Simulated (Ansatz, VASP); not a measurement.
AlN in VASP and in Ansatz

File INCAR:

```
  PREC = Accurate
  ENCUT = 520
  EDIFF = 1E-7
  ISMEAR = 0
  SIGMA = 0.02
  LREAL = F
  LASPH = T
  NELM = 100
  ALGO = Normal
  ISIF = 2
  LWAVE = F
  LCHARG = F
  GGA = PE
  NBANDS = 11
```

File KPOINTS:

```
regular mesh
0
Gamma
  10 10 10
```

Contents of POSCAR:

```
AlN
1.0
    0.0000000000      2.0913181599      2.0913181599
    2.0913181599      0.0000000000      2.0913181599
    2.0913181599      2.0913181599      0.0000000000
Al N
1 1
Direct
    0.0000000000      0.0000000000      0.0000000000
    0.7500000000      0.7500000000      0.7500000000
```

Input for Ansatz:

```yaml
crystal:
  lattice:
    - [0.0, 2.0913181599, 2.0913181599]
    - [2.0913181599, 0.0, 2.0913181599]
    - [2.0913181599, 2.0913181599, 0.0]
  atoms:
    - { symbol: Al, position: [0.0, 0.0, 0.0] }
    - { symbol: "N", position: [0.75, 0.75, 0.75] }
basis:
  ecutwfc: 420
kpoints:
  mp_grid: { grid: [10, 10, 10] }
  band_path: { path: [VBM, CBM], npoints: 2 }
hamiltonian:
  xc: pbe
scf:
  occupations: { method: gaussian, width: 0.02 }
output:
  forces: true
  stress: true
  eigenvalues: true
checkpoint:
  read: start.run
  write: ck
  compress: false
  write_wavefunctions: false
  write_every: 100000
```

Alike in both runs: task single point; functional PBE; k mesh 10 × 10 × 10; occupations gaussian, width 0.02 eV; no spin polarisation.

|  | VASP | Ansatz |
| --- | --- | --- |
| version | VASP 6.6.1 | Ansatz 0.2.0 |
| potentials or method | VASP PAW PBE potentials, release 64 (Al, N), cutoff 520 eV | scalar-relativistic, plane waves, PAW |
| valence electrons in the cell | 8 | 8 |

```tsv
	VASP	Ansatz	Ansatz less VASP
gap on the k mesh at the Fermi level (eV)	3.37	3.38	+0.010
least direct gap on the mesh (eV)	5.28	5.28	+0.004
```

With one functional, cell and mesh, what is left measures potentials, basis and numerics.
